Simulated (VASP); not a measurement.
Write the native input for VASP 6.6.1 that does the following.

* Task: single point
* Functional: PBEsol
* Potentials or basis: VASP PAW PBE potentials, release 64 (C)
* Cutoff: 520 eV
* k mesh: 13 × 13 × 13
* Occupations: fermi-dirac, width 0.05 eV
* Spin: no spin polarisation
* Dipole correction: no
* Further INCAR settings: ALGO = Normal; EDIFF = 1e-06; NBANDS = 11

The structure of C lies in POSCAR:

```
C
1.0
    0.0000000000      1.7951807415      1.7951807415
    1.7951807415      0.0000000000      1.7951807415
    1.7951807415      1.7951807415      0.0000000000
C
2
Direct
    0.7500000000      0.7500000000      0.7500000000
    0.5000000000      0.5000000000      0.5000000000
```

The input as run:

INCAR

```
PREC     = Accurate       # precision mode
ENCUT    = 520            # plane-wave cutoff, eV
EDIFF    = 1E-6           # SCF threshold, eV
ISMEAR   = -1             # smearing method
SIGMA    = 0.05           # smearing width, eV
LREAL    = F              # projectors in reciprocal space
LASPH    = T              # aspherical terms in the spheres
NELM     = 80             # most SCF steps
ALGO     = Normal         # electronic algorithm
ISIF     = 2              # what is computed and relaxed
LWAVE    = F              # write WAVECAR
LCHARG   = F              # write CHGCAR
GGA      = PS             # functional
NBANDS   = 11             # bands
```

KPOINTS

```
regular mesh
0
Gamma
  13 13 13
```

Potentials or basis: VASP PAW PBE potentials, release 64 (C).

Command:

```console
$ cat potpaw_PBE.64/C/POTCAR > POTCAR
$ mpirun -np 1 vasp_std > vasp.out
```

Results of the run:

```yaml
Pressure: -12.1 GPa
Band_gap_on_the_k_mesh: 3.97 eV, indirect (least direct gap 5.49 eV)
```

Caveat: the PAW data sets were made with another functional, which shifts forces and pressure a little.

Wall time 9.1 s on 1 thread of AMD EPYC 7R43 64-Core Processor (Zen 3), on a shared host, peak memory 0.08 GiB.
